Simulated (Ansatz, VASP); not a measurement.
**PbS in VASP and in Ansatz**

```
Pb S
1.0
     0.00000    3.02315    3.02315
     3.02315    0.00000    3.02315
     3.02315    3.02315    0.00000
Pb S
1 1
Direct
  0.00000 0.00000 0.00000
  0.50000 0.50000 0.50000
```

Change from the starting cell: volume scaled by 1.06.

Alike in both runs: task single point; functional PBE; k mesh 8 × 8 × 8; occupations fermi-dirac, width 0.01 eV; no spin polarisation.

|  | VASP | Ansatz |
| --- | --- | --- |
| version | VASP 6.6.1 | Ansatz 0.2.0 |
| potentials or method | VASP PAW PBE potentials, release 64 (Pb_d, S), cutoff 520 eV | all-electron LAPW, scalar-relativistic |

Ansatz gave:

| Property | Result |
| --- | --- |
| gap on the k mesh at the Fermi level (eV) | 0.55 |
| pressure (GPa) | -0.9 |

Q: Which values does VASP return?

A: gap on the k mesh at the Fermi level (eV): 0.56; pressure (GPa): -1.0.

Ansatz ran all-electron here, and VASP with PAW potentials.

Spin-orbit coupling is off throughout.
